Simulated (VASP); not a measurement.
Here is a VASP 6.6.1 calculation.

The input INCAR:

```
SYSTEM = Ge
PREC = Accurate ; ENCUT = 520
EDIFF = 1E-7 ; ISMEAR = 0
SIGMA = 0.1 ; LREAL = .FALSE.
LASPH = .TRUE. ; NELM = 100
ALGO = Normal ; ISIF = 2
LWAVE = .FALSE. ; LCHARG = .FALSE.
LDIPOL = .TRUE. ; IDIPOL = 3
DIPOL = 0.5 0.5 0.500 ; NBANDS = 21
```

File KPOINTS:

```
regular mesh
0
G
  12 12 1
  0 0 0
```

POSCAR

```
Ge
1.0
    3.7680000000      0.0000000000      0.0000000000
   -1.8840000000      3.2631837215      0.0000000000
    0.0000000000      0.0000000000     28.0000000000
Ge
2
Direct
    0.3333333333      0.6666666667      0.5153035714
    0.6666666667      0.3333333333      0.4846964286
```

Potentials or basis: VASP PAW LDA potentials, release 64 (Ge_d).

Command:

```bash
$ cat potpaw_LDA.64/Ge_d/POTCAR > POTCAR
$ mpirun -np 1 vasp_std > vasp.out
```

Problem. What does it give for the band gap on the k mesh?

Solution. Zero (band 14 reaches -3.02 eV, above the bottom of band 15 at -3.57 eV).

Problem. Estimate the largest force.

Solution. 0.457 eV/Å.

Forces on the atoms (eV/Å):
```
Ge   0.000  0.000 -0.457
Ge   0.000  0.000  0.457
```
